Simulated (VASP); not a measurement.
Input of a VASP 6.6.1 run:

The input INCAR:

```
PREC = Accurate
ENCUT = 520
EDIFF = 1E-7
ISMEAR = 0
SIGMA = 0.1
LREAL = False
LASPH = True
NELM = 150
ALGO = Normal
ISIF = 2
LWAVE = False
LCHARG = False
ISPIN = 2
MAGMOM = 7 7 0 0 0 0
LORBIT = 11
LMAXMIX = 6
GGA = CA
NBANDS = 46
```

KPOINTS

```
regular mesh
0
Gamma
  6 6 3
```

POSCAR

```
EuCuSb
1.0
    4.3755611639      0.0000000000      0.0000000000
   -2.1877805819      3.7893471237      0.0000000000
    0.0000000000      0.0000000000      8.0697743068
Eu Cu Sb
2 2 2
Direct
    0.0000000000      0.0000000000      0.0000000000
    0.0000000000      0.0000000000      0.5000000000
    0.3333333333      0.6666666667      0.7500000000
    0.6666666667      0.3333333333      0.2500000000
    0.3333333333      0.6666666667      0.2500000000
    0.6666666667      0.3333333333      0.7500000000
```

Potentials or basis: VASP PAW PBE potentials, release 64 (Eu, Cu, Sb).

The run is started by

```console
$ cat potpaw_PBE.64/Eu/POTCAR potpaw_PBE.64/Cu/POTCAR potpaw_PBE.64/Sb/POTCAR > POTCAR
$ mpirun -np 1 vasp_std > vasp.out
```

Q: What does it give for the net moment?

A: 13.99 μB per cell.

Q: Predict the pressure.

A: 0.3 GPa.

Q: Estimate the site moments.

A: Eu +6.56; Cu +0.02; Sb -0.03 μB.

Stress tensor (GPa, compression positive):
```
0.47 0.00 0.00
0.00 0.47 0.00
0.00 0.00 0.00
```

Caveat: the PAW data sets were made with another functional, which shifts forces and pressure a little. The state reached can hang on the start; a lower one may exist.
